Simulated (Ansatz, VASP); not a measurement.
**GaP in VASP and in Ansatz**

File INCAR:

```
  PREC = Accurate
  ENCUT = 520
  EDIFF = 1E-6
  ISMEAR = 0
  SIGMA = 0.05
  LREAL = F
  LASPH = T
  NELM = 60
  ALGO = Normal
  ISIF = 2
  LWAVE = F
  LCHARG = F
  LDIPOL = T
  IDIPOL = 3
  DIPOL = 0.5 0.5 0.500
  NBANDS = 76
```

KPOINTS

```
regular mesh
0
Gamma
  7 5 1
```

POSCAR

```
GaP
1.0
    3.8122248936      0.0000000000      0.0000000000
    0.0000000000      5.3913001473      0.0000000000
    0.0000000000      0.0000000000     26.4366746807
Ga P
7 7
Direct
    0.5000000000      0.5000000000      0.2836967996
    0.0000000000      0.0000000000      0.3557978664
    0.5000000000      0.5000000000      0.4278989332
    0.0000000000      0.0000000000      0.5000000000
    0.5000000000      0.5000000000      0.5721010668
    0.0000000000      0.0000000000      0.6442021336
    0.5000000000      0.5000000000      0.7163032004
    0.0000000000      0.7500000000      0.2836967996
    0.5000000000      0.2500000000      0.3557978664
    0.0000000000      0.7500000000      0.4278989332
    0.5000000000      0.2500000000      0.5000000000
    0.0000000000      0.7500000000      0.5721010668
    0.5000000000      0.2500000000      0.6442021336
    0.0000000000      0.7500000000      0.7163032004
```

Input for Ansatz:

```yaml
crystal:
  lattice:
    - [3.8122248936, 0.0, 0.0]
    - [0.0, 5.3913001473, 0.0]
    - [0.0, 0.0, 26.4366746807]
  atoms:
    - { symbol: Ga, position: [0.5, 0.5, 0.2836967996] }
    - { symbol: P, position: [0.0, 0.75, 0.2836967996] }
    - { symbol: Ga, position: [0.0, 0.0, 0.3557978664] }
    - { symbol: P, position: [0.5, 0.25, 0.3557978664] }
    - { symbol: Ga, position: [0.5, 0.5, 0.4278989332] }
    - { symbol: P, position: [0.0, 0.75, 0.4278989332] }
    - { symbol: Ga, position: [0.0, 0.0, 0.5] }
    - { symbol: P, position: [0.5, 0.25, 0.5] }
    - { symbol: Ga, position: [0.5, 0.5, 0.5721010668] }
    - { symbol: P, position: [0.0, 0.75, 0.5721010668] }
    - { symbol: Ga, position: [0.0, 0.0, 0.6442021336] }
    - { symbol: P, position: [0.5, 0.25, 0.6442021336] }
    - { symbol: Ga, position: [0.5, 0.5, 0.7163032004] }
    - { symbol: P, position: [0.0, 0.75, 0.7163032004] }
basis:
  ecutwfc: 420
kpoints:
  mp_grid: { grid: [7, 5, 1] }
hamiltonian:
  xc: lda
scf:
  occupations: { method: gaussian, width: 0.05 }
output:
  forces: true
  stress: true
  eigenvalues: true
  write_density: true
  write_potential: true
  elf: true
  volumetric_format: npy
efield:
  axis: 3
  dipole_correction: true
```

Alike in both runs: task single point; functional LDA; k mesh 7 × 5 × 1; occupations gaussian, width 0.05 eV; no spin polarisation.

```csv
,VASP,Ansatz
version,VASP 6.6.1,Ansatz 0.2.0
potentials or method,"VASP PAW LDA potentials, release 64 (Ga_d, P), cutoff 520 eV","scalar-relativistic, plane waves, PAW"
valence electrons in the cell,126,126
```

Ansatz gave:

```
gap on the k mesh at the Fermi level (eV) : 0.48
least direct gap on the mesh (eV)         : 0.59
rms of the force components (eV/Å)        : 0.568
```

Task: Estimate VASP's values.

Result: gap on the k mesh at the Fermi level (eV): 0.48; least direct gap on the mesh (eV): 0.59; rms of the force components (eV/Å): 0.569.

LDA's correlation is that of Perdew and Zunger in VASP and of Perdew and Wang (1992) in Ansatz. Ansatz's warnings: xc potential rough in thin density.
